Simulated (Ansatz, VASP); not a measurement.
# FeAu in VASP and in Ansatz

```
Au Fe
1.0
     1.41175    0.81507    4.46945
    -1.41175    0.81507    4.46945
     0.00000   -1.63015    4.46945
Au Fe
1 1
Cartesian
  0.0000 0.0000 0.0000
  0.0000 0.0000 6.7042
```

Alike in both runs: task single point; functional PBE; k mesh 11 × 11 × 11; occupations fermi-dirac, width 0.05 eV; collinear spin.

```csv
,VASP,Ansatz
version,VASP 6.6.1,Ansatz 0.2.0
potentials or method,"VASP PAW PBE potentials, release 64 (Au, Fe)",Ansatz PAW
plane-wave cutoff (eV),520,420
valence electrons in the cell,19,35
```

Ansatz gave:

```
gap on the k mesh at the Fermi level (eV)                     : none
pressure (GPa)                                                : -1.0
traceless stress, the component that is largest in VASP (GPa) : 1.01
net moment per atom (μB)                                      : 1.46
size of the moment on the site where the two differ most (μB) : 2.93
```

Which values does VASP return?

gap on the k mesh at the Fermi level (eV): none; pressure (GPa): -1.3; traceless stress, the component that is largest in VASP (GPa): 0.97; net moment per atom (μB): 1.45; size of the moment on the site where the two differ most (μB): 2.89.

Site moments also hang on the region over which each program counts them. A gap of «none» marks a metal or a gap that the smearing closes. VASP's potentials hold 19 valence electrons a cell and Ansatz's 35, so a difference there can come from the potentials and not from the codes.

Neither program's run includes spin-orbit coupling.
